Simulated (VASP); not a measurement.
Wanted: the native input for a VASP 6.6.1 run.

| Property | Result |
| --- | --- |
| Task | single point |
| Functional | PBE |
| Potentials or basis | VASP PAW PBE potentials, release 64 (Sr_sv) |
| Cutoff | 400 eV |
| k mesh | 6 × 6 × 1 |
| Occupations | gaussian, width 0.1 eV |
| Spin | no spin polarisation |
| Dipole correction | yes |
| Further INCAR settings | ALGO = Normal; EDIFF = 1e-06; NBANDS = 17; NELMDL = -8 |

The structure of Sr lies in POSCAR:

```
Sr
1.0
    4.2970181601      0.0000000000      0.0000000000
   -2.1485090800      3.7213268872      0.0000000000
    0.0000000000      0.0000000000     30.8500002400
Sr
2
Direct
    0.3333333333      0.6666666667      0.2386428634
    0.6666666667      0.3333333333      0.3448255275
```

These files were run (other wordings do the same):

INCAR

```
  PREC = Accurate
  ENCUT = 400
  EDIFF = 1E-6
  ISMEAR = 0
  SIGMA = 0.1
  LREAL = F
  LASPH = T
  NELM = 120
  ALGO = Normal
  ISIF = 2
  LWAVE = F
  LCHARG = T
  LDIPOL = T
  IDIPOL = 3
  DIPOL = 0.5 0.5 0.292
  GGA = PE
  LELF = T
  LVHAR = T
  LVACPOTAV = T
  NBANDS = 17
  GGA_COMPAT = F
  NELMDL = -8
```

KPOINTS

```
Automatic mesh
0
Gamma
  6 6 1
```

Potentials or basis: VASP PAW PBE potentials, release 64 (Sr_sv).

Command:

```console
$ cat potpaw_PBE.64/Sr_sv/POTCAR > POTCAR
$ mpirun -np 1 vasp_std > vasp.out
```

It gave:

The largest force is 0.029 eV/Å. The band gap on the k mesh is zero (filled and empty bands touch).

Run time: 2.8 min on 1 thread of Intel Xeon 8259CL, on a shared host, peak memory 0.39 GiB.
